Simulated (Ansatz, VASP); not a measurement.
# Two plane-wave programs on C3O

File INCAR:

```
ALGO = Normal ; EDIFF = 1E-6
EDIFFG = -0.04 ; ENCUT = 600
GGA = PE ; IBRION = 2
ISIF = 3 ; ISMEAR = 0
IVDW = 12 ; LASPH = T
LCHARG = F ; LREAL = F
LWAVE = F ; NELM = 80
NSW = 90 ; PREC = Accurate
SIGMA = 0.1
```

Contents of KPOINTS:

```
k-points
0
Gamma
  8 8 4
```

Contents of POSCAR:

```
C3O
1.0
    1.1590840970     -3.1444129959      0.0000000000
    1.1590840970      3.1444129959      0.0000000000
    0.0000000000      0.0000000000      4.7349546390
C O
3 1
Direct
    0.5000000000      0.5000000000      0.7117373909
    0.0000000000      0.0000000000      0.5000000000
    0.5000000000      0.5000000000      0.2882626091
    0.0000000000      0.0000000000      0.0000000000
```

Input for Ansatz:

```yaml
crystal:
  lattice:
    - [1.159084097, -3.1444129959, 0.0]
    - [1.159084097, 3.1444129959, 0.0]
    - [0.0, 0.0, 4.734954639]
  atoms:
    - { symbol: C, position: [0.5, 0.5, 0.7117373909] }
    - { symbol: C, position: [0.0, 0.0, 0.5] }
    - { symbol: C, position: [0.5, 0.5, 0.2882626091] }
    - { symbol: O, position: [0.0, 0.0, 0.0] }
basis:
  ecutwfc: 420
kpoints:
  mp_grid: { grid: [8, 8, 4] }
hamiltonian:
  xc: pbe
  dispersion: d3bj
scf:
  occupations: { method: gaussian, width: 0.1 }
  lower_state_search: "off"
output:
  forces: true
  stress: true
  eigenvalues: true
relax:
  adjacent_minimum: "off"
  f_tol: 0.04
  max_steps: 70
  cell: { stress_tol: 0.4 }
```

Change from the starting cell: species swapped into the AlV3 type (Cmmm, No. 65).

Alike in both runs: task relaxation of cell and atoms; functional PBE; dispersion D3(BJ); k mesh 8 × 8 × 4; occupations gaussian, width 0.1 eV; no spin polarisation.

|  | VASP | Ansatz |
| --- | --- | --- |
| version | VASP 6.6.1 | Ansatz 0.2.0 |
| potentials or method | VASP PAW PBE potentials, release 64 (C, O), cutoff 600 eV | scalar-relativistic, plane waves, PAW |
| valence electrons in the cell | 18 | 18 |

```tsv
	VASP	Ansatz	Ansatz less VASP
gap on the k mesh at the Fermi level, each at its own relaxed structure (eV)	none	none	-
relaxed volume (Å³/atom)	8.56	9.03	+0.468
relaxed length of the cell vector where the two differ most in proportion (Å)	3.354	3.514	+0.1603
```

A gap of «none» marks a metal or a gap that the smearing closes. One of these differences is far larger than is usual between the two programs; its cause wasn't traced.

The k mesh is coarse, so the values compare programs but aren't converged.
